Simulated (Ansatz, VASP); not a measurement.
## One calculation of Se, two programs

```
Se
1.0
     6.60503    0.00000    0.00000
    -3.30251    5.72012    0.00000
     0.00000    0.00000    2.36875
Se
3
Direct
  0.00000 0.00000 0.00000
  0.33333 0.66667 0.50000
  0.66667 0.33333 0.50000
```

Alike in both runs: functional r2SCAN; k mesh 6 × 6 × 6; occupations gaussian, width 0.1 eV; no spin polarisation.

Ansatz relaxed the structure, and its values are those at the end. VASP's run is a single point on that final structure, the one shown.

|  | VASP | Ansatz |
| --- | --- | --- |
| version | VASP 6.6.1 | Ansatz 0.2.0 |
| potentials or method | VASP PAW PBE potentials, release 64 (Se), cutoff 520 eV | scalar-relativistic, plane waves, PAW |
| valence electrons in the cell | 18 | 48 |

Ansatz gave:

- gap on the k mesh at the Fermi level (eV): none
- pressure (GPa): 0.0

Which values does VASP return?

gap on the k mesh at the Fermi level (eV): none; pressure (GPa): -0.1.

VASP's potentials were made for PBE, not for r2SCAN. A gap of «none» marks a metal or a gap that the smearing closes. VASP's potentials hold 18 valence electrons a cell and Ansatz's 48, so a difference there can come from the potentials and not from the codes.

The k mesh is coarse, so the values compare programs but aren't converged.
